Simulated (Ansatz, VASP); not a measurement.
**CsTl: VASP beside Ansatz**

```
Cs Tl
1.0
     4.66360    0.00000    0.00000
     0.00000    4.66360    0.00000
     0.00000    0.00000    4.66360
Cs Tl
1 1
Direct
  0.50000 0.50000 0.50000
  0.00000 0.00000 0.00000
```

Alike in both runs: task single point; functional r2SCAN; k mesh 12 × 12 × 12; occupations gaussian, width 0.1 eV; no spin polarisation.

|  | VASP | Ansatz |
| --- | --- | --- |
| version | VASP 6.6.1 | Ansatz 0.2.0 |
| potentials or method | VASP PAW PBE potentials, release 64 (Cs_sv, Tl_d), cutoff 520 eV | scalar-relativistic, plane waves, PAW |
| valence electrons in the cell | 22 | 22 |

```csv
,VASP,Ansatz,Ansatz less VASP
gap on the k mesh at the Fermi level (eV),none,none,-
pressure (GPa),-0.5,-0.5,+0.01
```

VASP's potentials were made for PBE, not for r2SCAN. A gap of «none» marks a metal or a gap that the smearing closes.

Neither program's run includes spin-orbit coupling.
